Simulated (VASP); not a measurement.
Here is a VASP 6.6.1 calculation.

The input INCAR:

```
ALGO = Normal
EDIFF = 1E-6
ENCUT = 520
ISIF = 2
ISMEAR = 0
LASPH = True
LCHARG = False
LREAL = False
LWAVE = False
NBANDS = 16
NELM = 60
PREC = Accurate
SIGMA = 0.03
```

File KPOINTS:

```
k-points
0
Gamma
  12 12 6
```

Contents of POSCAR:

```
Si
1.0
    3.6607427577      0.0000000000      0.0000000000
   -1.8303713789      3.1702962248      0.0000000000
    0.0000000000      0.0000000000      6.7822581071
Si
4
Direct
    0.3333333333      0.6666666667      0.0678065120
    0.6666666667      0.3333333333      0.5678065120
    0.3333333333      0.6666666667      0.4321934880
    0.6666666667      0.3333333333      0.9321934880
```

Potentials or basis: VASP PAW LDA potentials, release 64 (Si).

The run is started by

```bash
$ cat potpaw_LDA.64/Si/POTCAR > POTCAR
$ mpirun -np 1 vasp_std > vasp.out
```

(1) Estimate the pressure.

(2) Estimate the largest force.

(3) Estimate the band gap on the k mesh.

Results:

(1) 0.3 GPa.

(2) 0.187 eV/Å.

(3) zero (band 8 reaches 6.51 eV, above the bottom of band 9 at 6.44 eV).
